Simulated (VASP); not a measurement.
# Si8O17 (a cell with a defect) in VASP: further runs

Runs on Si8O17 (a cell with a defect). Level: PBE. Tasks: single point.

Program: VASP 6.6.1. These are calculated values, not measurements. Logs are shortened: lines on timing, memory, paths and dates and some standing lists are left out, and cuts for length are marked.

## Step 1: The cell of the first run

The cell holds a defect, 25 atoms: a = 8.726 Å, b = 8.726 Å, c = 7.186 Å, α = 65.69°, β = 65.69°, γ = 48.63°.

## Step 2: Single point, PBE

INCAR reads:

```
SYSTEM = Si8O17
PREC = Accurate
ENCUT = 1000
EDIFF = 1E-6
ISMEAR = -1
SIGMA = 0.01
LREAL = Auto
LASPH = .TRUE.
NELM = 120
ALGO = Normal
ISIF = 2
LWAVE = .FALSE.
LCHARG = .FALSE.
GGA = PE
NBANDS = 85
GGA_COMPAT = .FALSE.
```

KPOINTS reads:

```
regular mesh
0
G
  1 1 1
  0 0 0
```

POSCAR reads:

```
Si8O17
1.0
    0.0000000000      5.0813926900      7.0944098900
    5.0813926900      0.0000000000      7.0944098900
    5.0813926900      5.0813926900      0.0000000000
Si O
8 17
Direct
    0.2615217189      0.2605154987      0.4435216065
    0.7292670068      0.7566228929      0.9236241419
    0.1100712593      0.6731383503      0.1370771263
    0.5704326114      0.1889214552      0.6170623075
    0.4331139370      0.8458696770      0.3674829167
    0.9131761549      0.3265239944      0.8560155900
    0.0014538455      0.0203665740      0.2994758588
    0.5053731503      0.4982979246      0.7830069060
    0.1129666222      0.2364394649      0.6654973229
    0.6006964639      0.7470673597      0.1623963015
    0.4542813915      0.3660512493      0.7469266969
    1.0325090345      0.8197549598      0.2854127260
    0.4151651288      0.2935262322      0.4649555926
    0.9619045085      0.6973028368      0.8943592317
    0.2019456805      0.9278799321      0.3771435928
    0.7339172111      0.3234765844      0.8442200220
   -0.0115708984      0.1824942054      0.0761870420
    0.5135171862      0.6674285344      0.5746966830
    0.4144726047      0.0468905039      0.3564800138
    0.8043549815      0.5713684615      0.8317555313
    0.3298610581      0.6162142468      0.9757642704
    0.7944211797      0.1381605434      0.4744183675
    0.1222647845      0.4644774625      0.2760020142
    0.5898489652      0.9821065847      0.7779982814
   -0.0861682615     -0.1634632127      1.0102751524
```

Potentials or basis: VASP PAW PBE potentials, release 64 (Si, O_h).

Command:

```sh
$ cat potpaw_PBE.64/Si/POTCAR potpaw_PBE.64/O_h/POTCAR > POTCAR
$ mpirun -np 1 vasp_gam > vasp.out
```

OUTCAR:

```text
SYSTEM = Si8O17
   PREC = Accurate
   ENCUT = 1000
   EDIFF = 1E-6
   ISMEAR = -1
   LREAL = Auto
   LASPH = .TRUE.
   NELM = 120
   ISIF = 2
   GGA = PE

 ion  position               nearest neighbor table
   1  0.262  0.261  0.444-  13 1.62  19 1.62   9 1.63  23 1.64   4 3.02   3 3.02   5 3.07
   2  0.729  0.757  0.924-  20 1.61  10 1.62  24 1.62  14 1.67   4 3.12   6 3.13
   3  0.110  0.673  0.137-  12 1.62  21 1.63  23 1.63  25 1.67   1 3.02   7 3.11   8 3.12
   4  0.570  0.189  0.617-  11 1.62  13 1.62  22 1.63  24 1.63   8 3.02   1 3.02   2 3.12   7 3.15

   5  0.433  0.846  0.367-  15 1.61  19 1.62  18 1.63  10 1.63   1 3.07
   6  0.913  0.327  0.856-  16 1.62   9 1.63  17 1.63  20 1.63   8 3.00   2 3.13
   7  0.001  0.020  0.299-  15 1.61  22 1.62  12 1.63  17 1.63   3 3.11   4 3.15
   8  0.505  0.498  0.783-  11 1.62  16 1.63  18 1.63  21 1.63   6 3.00   4 3.02   3 3.12
   9  0.113  0.236  0.665-   6 1.63   1 1.63
  10  0.601  0.747  0.162-   2 1.62   5 1.63
  11  0.454  0.366  0.747-   8 1.62   4 1.62
  12  0.033  0.820  0.285-   3 1.62   7 1.63
  13  0.415  0.294  0.465-   1 1.62   4 1.62
  14  0.962  0.697  0.894-  25 1.49   2 1.67
[... 9 lines left out ...]
  24  0.590  0.982  0.778-   2 1.62   4 1.63
  25  0.914  0.837  0.010-  14 1.49   3 1.67

  LATTYP: Found a body centered tetragonal cell.
 ALAT       =     7.1861744579
 C/A-ratio  =     1.9744608015

  Lattice vectors:

 A1 = (  -5.0813926900,   0.0000000000,   7.0944098900)
 A2 = (   5.0813926900,   0.0000000000,   7.0944098900)
 A3 = (   0.0000000000,   5.0813926900,  -7.0944098900)

Analysis of symmetry for initial positions (statically):
=====================================================================
 Subroutine PRICEL returns:
 Original cell was already a primitive cell.

 Routine SETGRP: Setting up the symmetry group for a
 body centered tetragonal supercell.

 Subroutine GETGRP returns: Found  1 space group operations
 (whereof  1 operations were pure point group operations)
 out of a pool of 16 trial point group operations.

The static configuration has the point symmetry C_1 .

Analysis of symmetry for dynamics (positions and initial velocities):
=====================================================================
 Subroutine PRICEL returns:
 Original cell was already a primitive cell.

 Routine SETGRP: Setting up the symmetry group for a
 body centered tetragonal supercell.

 Subroutine GETGRP returns: Found  1 space group operations
 (whereof  1 operations were pure point group operations)
 out of a pool of 16 trial point group operations.

The dynamic configuration has the point symmetry C_1 .

 Subroutine INISYM returns: Found  1 space group operations
 (whereof  1 operations are pure point group operations),
 and found     1 'primitive' translations

----------------------------------------------------------------------------------------

                                     Primitive cell

  volume of cell :     366.3632

  direct lattice vectors                    reciprocal lattice vectors
     0.000000000  5.081392690  7.094409890    -0.098398221  0.098398221  0.070478025
     5.081392690  0.000000000  7.094409890     0.098398221 -0.098398221  0.070478025
     5.081392690  5.081392690  0.000000000     0.098398221  0.098398221 -0.070478025

  length of vectors
     8.726465685  8.726465685  7.186174458     0.155985806  0.155985806  0.155985806

  position of ions in fractional coordinates (direct lattice)
     0.261521719  0.260515499  0.443521606
     0.729267007  0.756622893  0.923624142
     0.110071259  0.673138350  0.137077126
     0.570432611  0.188921455  0.617062307
     0.433113937  0.845869677  0.367482917
     0.913176155  0.326523994  0.856015590
[... 17 lines left out ...]
     0.589848965  0.982106585  0.777998281
     0.913831739  0.836536787  0.010275152

  ion indices of the primitive-cell ions
   primitive index   ion index
                 1           1
                 2           2
                 3           3
                 4           4
                 5           5
                 6           6
[... 17 lines left out ...]
                24          24
                25          25

----------------------------------------------------------------------------------------

 KPOINTS: regular mesh

Automatic generation of k-mesh.
 Grid dimensions read from file:
 generate k-points for:    1    1    1

 Generating k-lattice:

  Cartesian coordinates                     Fractional coordinates (reciprocal lattice)
    -0.098398221  0.098398221  0.070478025     1.000000000  0.000000000  0.000000000
     0.098398221 -0.098398221  0.070478025     0.000000000  1.000000000  0.000000000
     0.098398221  0.098398221 -0.070478025    -0.000000000 -0.000000000  1.000000000

  Length of vectors
     0.155985806  0.155985806  0.155985806

  Shift w.r.t. Gamma in fractional coordinates (k-lattice)
     0.000000000  0.000000000  0.000000000

 Subroutine IBZKPT returns following result:
 ===========================================

 Found      1 irreducible k-points:

 Following reciprocal coordinates:
            Coordinates               Weight
  0.000000  0.000000  0.000000      1.000000
   k-points           NKPTS =      1   k-points in BZ     NKDIM =      1   number of bands    NBANDS=     85
   number of dos      NEDOS =    301   number of ions     NIONS =     25
   total plane-waves  NPLWV = 648000
   dimension x,y,z NGX =    90 NGY =   90 NGZ =   80
   dimension x,y,z NGXF=   180 NGYF=  180 NGZF=  160
   ions per type =               8  17
   NGX,Y,Z   is equivalent  to a cutoff of  17.15, 17.15, 18.51 a.u.
   NGXF,Y,Z  is equivalent  to a cutoff of  34.29, 34.29, 37.01 a.u.
 SYSTEM =  Si8O17
   PREC   = accura    normal or accurate (medium, high low for compatibility)
   ISTART =      0    job   : 0-new  1-cont  2-samecut
   ICHARG =      2    charge: 1-file 2-atom 10-const
   ISPIN  =      1    spin polarized calculation?
   LNONCOLLINEAR =      F non collinear calculations
   LSORBIT =      F    spin-orbit coupling
   LASPH  =      T    aspherical Exc in radial PAW
   ENCUT  = 1000.0 eV  73.50 Ry    8.57 a.u.  22.50 22.50 18.53*2*pi/ulx,y,z
   NELM   =    120;   NELMIN=  2; NELMDL= -5     # of ELM steps
   EDIFF  = 0.1E-05   stopping-criterion for ELM
   LREAL  =      T    real-space projection
   EDIFFG = 0.1E-04   stopping-criterion for IOM
   NSW    =      0    number of steps for IOM
   IBRION =     -1    ionic relax: 0-MD 1-quasi-New 2-CG
   NFREE  =      0    steps in history (QN), initial steepest desc. (CG)
   ISIF   =      2    stress and relaxation
   ISYM   =      2    0-nonsym 1-usesym 2-fastsym
   POTIM  = 0.5000    time-step for ionic-motion
   TEBEG  =    0.0;   TEEND  =   0.0 temperature during run
   PSTRESS=    0.0 pullay stress
   NELECT =     134.0000    total number of electrons
   NUPDOWN=      -1.0000    fix difference up-down
   EMIN   =  10.00;   EMAX   =-10.00  energy-range for DOS
   EFERMI =   0.00;   METHOD = LEGACY
   ISMEAR =    -1;   SIGMA  =   0.01  broadening in eV -4-tet -1-fermi 0-gaus
   EFERMI_NEDOS =   21; number of points for ismear=-14 and -15
   IALGO  =     38    algorithm
   IMIX   =      4    mixing-type and parameters
     AMIX     =   0.40;   BMIX     =  1.00
     AMIX_MAG =   1.60;   BMIX_MAG =  1.00
  volume/ion in A,a.u.               =      14.65        98.89
  Fermi-wavevector in a.u.,A,eV,Ry     =   1.170772  2.212439 18.649617  1.370708
  Thomas-Fermi vector in A             =   2.307226
   LORBIT       =      0    0 simple, 1 ext, 2 COOP (PROOUT), +10 PAW based schemes
   GGA     = PE    functional components
   LHFCALC =     F    Hartree Fock is set to
   AEXX    =    0.0000 exact exchange contribution
   IVDW    =     0    specifies the selected vdW correction
   LEPSILON=     F    determine dielectric tensor
   LRPA    =     F    only Hartree local field effects (RPA)
 non-spin polarized calculation
  energy-cutoff  :     1000.00
  volume of cell :      366.36
 maximum number of plane-waves:     13179
 NGX is ok and might be reduce to    90
   NGX = 45   NGY = 45   NGZ = 37

 number of electron     134.0000001 magnetization

 Free energy of the ion-electron system (eV)
  ---------------------------------------------------
  ext. energy  EPLUGINS =         0.00000000
  ---------------------------------------------------
  free energy    TOTEN  =      -193.28041521 eV

  energy without entropy =     -193.28041521  energy(sigma->0) =     -193.28041521

 E-fermi :   1.1529     XC(G=0):  -8.3077

 val. band max:        0.9082739754   @ k =   0.0000   0.0000   0.0000
 cond. band min:       5.5183449537   @ k =   0.0000   0.0000   0.0000
 fundamental gap:      4.6100709783
 Fermi energy:         1.1528539385

 k-point     1 :       0.0000    0.0000    0.0000
  band No.  band energies     occupation
      1     -20.3418      2.00000
      2     -19.0075      2.00000
      3     -18.3459      2.00000
      4     -18.2657      2.00000
      5     -18.2484      2.00000
      6     -18.2150      2.00000
[... 71 lines left out ...]
     78       9.6670      0.00000
     79       9.7639      0.00000
 [bands above 79 left out]

------------------------ aborting loop because EDIFF is reached ----------------------------------------

  FORCE on cell =-STRESS in cart. coord.  units (eV):
  Direction    XX          YY          ZZ          XY          YZ          ZX
  --------------------------------------------------------------------------------------
  -------------------------------------------------------------------------------------
  Total        0.7717355      2.8626806      3.1217549      2.5226185      6.1878930      5.0095564
  in kB        3.3749492     12.5190591     13.6520414     11.0319012     27.0608597     21.9077645
  external PRESSURE =       9.8486832 kB  Pullay stress =       0.0000000 kB

 VOLUME and BASIS-vectors are now :
 -----------------------------------------------------------------------------
  energy-cutoff  :     1000.00
  volume of cell :      366.36
      direct lattice vectors                 reciprocal lattice vectors
     0.000000000  5.081392690  7.094409890    -0.098398221  0.098398221  0.070478025
     5.081392690  0.000000000  7.094409890     0.098398221 -0.098398221  0.070478025
     5.081392690  5.081392690  0.000000000     0.098398221  0.098398221 -0.070478025

 POSITION                                       TOTAL-FORCE (eV/Angst)
 -----------------------------------------------------------------------------------
      3.57749      3.58260      3.70355        -0.000472      0.005174      0.002578
      8.53800      8.39899     10.54151        -0.013535     -0.005236     -0.002685
      4.11702      1.25586      5.55641         0.006980      0.005308      0.006358
      4.09552      6.03413      5.38717        -0.007261     -0.004929      0.001122
      6.16552      4.06815      9.07363        -0.000168     -0.005261     -0.005161
      6.00895      8.98996      8.79494        -0.001448      0.012899      0.004519
[... 17 lines left out ...]
      8.94378      6.95057     11.15210         0.000555     -0.000353      0.000804
      4.30298      4.69575     12.41783         0.021915      0.011059      0.016156
 -----------------------------------------------------------------------------------
    total drift:                               -0.014221      0.006187      0.006199

  FREE ENERGIE OF THE ION-ELECTRON SYSTEM (eV)
  ---------------------------------------------------
  free  energy   TOTEN  =      -193.2804152100 eV

  energy  without entropy=     -193.2804152100  energy(sigma->0) =     -193.28041521
```

It took 3.1 min on 1 thread of AMD EPYC 7R43 (Zen 3), shared host; peak memory 0.99 GiB.

What came out:

- Free energy: -193.2804 eV
- Pressure: 1.0 GPa
- Largest force: 0.029 eV/Å

Forces in eV/Å, atoms in the order of the input:
```
Si   0.000  0.005  0.003
Si  -0.014 -0.005 -0.003
Si   0.007  0.005  0.006
Si  -0.007 -0.005  0.001
Si   0.000 -0.005 -0.005
Si  -0.001  0.013  0.005
Si  -0.003  0.001  0.004
Si   0.008  0.001 -0.002
O    0.002 -0.001 -0.002
O    0.004  0.000 -0.002
O   -0.001 -0.001 -0.003
O    0.004  0.005  0.003
O    0.000  0.001  0.000
O   -0.021 -0.012 -0.013
O    0.000 -0.003 -0.001
O    0.000 -0.004 -0.002
O    0.000 -0.004  0.000
O    0.001 -0.003  0.001
O    0.001 -0.001  0.000
O    0.003  0.000 -0.005
O   -0.005  0.000  0.003
O    0.001  0.002 -0.001
O    0.000  0.002 -0.004
O    0.001  0.000  0.001
O    0.022  0.011  0.016
```

Stress tensor (GPa, compression positive):
```
0.34 1.10 2.19
1.10 1.25 2.71
2.19 2.71 1.37
```

Caveat: the k points lie up to 0.98 Å⁻¹ apart, too coarse for converged energies, forces and pressures.

## Step 3: Single point, PBE

INCAR reads:

```
SYSTEM = Si8O17
ALGO = Normal
EDIFF = 1E-6
ENCUT = 1000
GGA = PE
GGA_COMPAT = .False.
ISIF = 2
ISMEAR = -1
LASPH = .True.
LCHARG = .False.
LREAL = Auto
LWAVE = .False.
NBANDS = 85
NELM = 120
PREC = Accurate
SIGMA = 0.01
```

KPOINTS reads:

```
k-points
0
Gamma
  1 1 1
  0 0 0
```

POSCAR reads:

```
Si8O17
1.0
    0.0000000000      5.0813926900      7.0944098900
    5.0813926900      0.0000000000      7.0944098900
    5.0813926900      5.0813926900      0.0000000000
Si O
8 17
Direct
    0.2551294610      0.2501623188      0.4549341417
    0.7403948979      0.7553884251      0.9490590617
    0.0929671060      0.6655148655      0.1292424474
    0.5838193672      0.1681762298      0.6248370731
    0.4202997978      0.8331009978      0.3759504129
    0.9255161884      0.3303332957      0.8725672422
    0.0020922761      0.0045349136      0.2928266745
    0.5072139264      0.4957088128      0.7929526624
    0.0925564440      0.2381102410      0.6665177381
    0.5853457683      0.7386228416      0.1676139484
    0.4946605099      0.3325114594      0.7585398209
    0.9971703811      0.8361062694      0.2555430753
    0.4075548972      0.2732033441      0.4960253376
    0.8903260187      0.7699989671      1.0251240545
    0.2015617110      0.8825073122      0.3920477941
    0.7097994710      0.3750672226      0.8867405910
    0.0218052392      0.1598107119      0.0761397594
    0.5161773912      0.6583982436      0.5787173236
    0.3908945006      0.0418350777      0.3625676373
    0.8874408807      0.5442924357      0.8616132747
    0.3081226338      0.6160939116      0.9724790432
    0.7880586557      0.1385479405      0.4512122262
    0.1218726570      0.4542169774      0.2836346764
    0.6043309312      0.9590553365      0.7838985228
   -0.0466712568     -0.1242383775      0.8086840034
```

Potentials or basis: VASP PAW PBE potentials, release 64 (Si, O_h).

Command:

```sh
$ cat potpaw_PBE.64/Si/POTCAR potpaw_PBE.64/O_h/POTCAR > POTCAR
$ mpirun -np 1 vasp_gam > vasp.out
```

It took 3.2 min on 1 thread of AMD EPYC 7R13 (Zen 3), shared host; peak memory 1 GiB.

It converged, with:

```yaml
Free_energy: -191.8600 eV
Pressure: 0.6 GPa
Largest_force: 0.053 eV/Å
```

Forces on the atoms (eV/Å):
```
Si   0.008  0.010 -0.007
Si   0.014  0.000 -0.022
Si   0.019  0.049 -0.010
Si   0.007  0.009  0.019
Si   0.006  0.005  0.000
Si  -0.001 -0.005 -0.010
Si   0.008  0.015  0.007
Si  -0.014  0.024  0.009
O   -0.019  0.002  0.001
O   -0.002  0.023  0.007
O    0.012 -0.003 -0.006
O   -0.002  0.002 -0.008
O   -0.001 -0.017 -0.001
O   -0.036  0.011 -0.002
O   -0.024 -0.018  0.002
O    0.010 -0.013 -0.004
O    0.018  0.007 -0.007
O    0.005  0.002 -0.006
O    0.006 -0.006  0.007
O    0.006 -0.011  0.025
O   -0.010 -0.049 -0.001
O   -0.012  0.000  0.001
O    0.007 -0.009 -0.011
O   -0.008  0.001 -0.021
O    0.003 -0.029  0.036
```

Stress tensor (GPa, compression positive):
```
 0.56 -0.05 -0.25
-0.05  0.54  0.41
-0.25  0.41  0.57
```

Levels at points of the mesh, in eV from the Fermi level:
```tsv
k point	band 64	band 65	band 66	band 67	band 68	band 69	band 70	band 71
(0.00, 0.00, 0.00)	-2.53	-2.33	-0.87	-0.32	2.89	3.33	5.91	6.38
```

Caveat: the k points lie up to 0.98 Å⁻¹ apart, too coarse for converged energies, forces and pressures.
